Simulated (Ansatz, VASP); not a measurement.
## One calculation of TiO3, two programs

```
CELL_PARAMETERS angstrom
5.24087 0.00000 0.00000
0.00000 5.24087 0.00000
0.00000 0.00000 3.88862
ATOMIC_POSITIONS crystal
Ti 0.25000 0.25000 0.93360
Ti 0.75000 0.75000 0.06640
O 0.00000 0.00000 0.00000
O 0.50000 0.00000 0.00000
O 0.50000 0.50000 0.00000
O 0.00000 0.50000 0.00000
O 0.25000 0.25000 0.49400
O 0.75000 0.75000 0.50600
```

Alike in both runs: task single point; functional r2SCAN; k mesh 7 × 7 × 9; no spin polarisation.

```csv
,VASP,Ansatz
version,VASP 6.6.1,Ansatz 0.2.0
potentials or method,"VASP PAW PBE potentials, release 64 (Ti_sv, O), cutoff 520 eV",PAW plane waves
occupations,"fermi-dirac, width 0.1 eV",fermi-dirac
valence electrons in the cell,60,60
```

VASP gave:

```
pressure (GPa)                                                : 13.1
traceless stress, the component that is largest in VASP (GPa) : -0.23
rms of the force components (eV/Å)                            : 1.130
```

**Question.** What did Ansatz give for the same quantities?

**Answer.** Pressure (GPa): 12.3; traceless stress, the component that is largest in VASP (GPa): -0.56; rms of the force components (eV/Å): 1.020.

VASP's potentials were made for PBE, not for r2SCAN. Atom by atom the forces differ by 0.111 eV/Å (rms over components).
